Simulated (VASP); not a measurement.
A run of VASP 6.6.1 is set up as follows.

INCAR

```
SYSTEM = Co
ALGO = Normal
EDIFF = 1E-6
ENCUT = 520
GGA = PE
ISIF = 2
ISMEAR = 0
ISPIN = 2
LASPH = .True.
LCHARG = .True.
LELF = .True.
LMAXMIX = 4
LORBIT = 11
LREAL = .False.
LVHAR = .True.
LWAVE = .False.
MAGMOM = 1.84 1.84
NBANDS = 20
NELM = 150
PREC = Accurate
SIGMA = 0.1
```

The input KPOINTS:

```
k-points
0
Gamma
  24 24 14
  0 0 0
```

File POSCAR:

```
Co
1.0
    2.4671613535      0.0000000000      0.0000000000
   -1.2335806767      2.1366244073      0.0000000000
    0.0000000000      0.0000000000      4.2757690839
Co
2
Direct
    0.6666666671      0.3333333329      0.2500000000
    0.3333333329      0.6666666671      0.7500000000
```

Potentials or basis: VASP PAW PBE potentials, release 64 (Co).

The run is started by

```bash
$ cat potpaw_PBE.64/Co/POTCAR > POTCAR
$ mpirun -np 1 vasp_std > vasp.out
```

Q: Estimate the net moment.

A: 3.31 μB per cell.

Q: Predict the pressure.

A: -6.5 GPa.

Q: What does it give for the site moments?

A: Co +1.68 μB.

Stress tensor (GPa, compression positive):
```
 -0.74   0.00   0.00
  0.00  -0.74   0.00
  0.00   0.00 -18.11
```

Caveat: the cell differs from its parent crystal (uniaxial strain along c: +6.0 %, then relaxed in part); the stress differs along the axes, from -18 to -1 GPa.
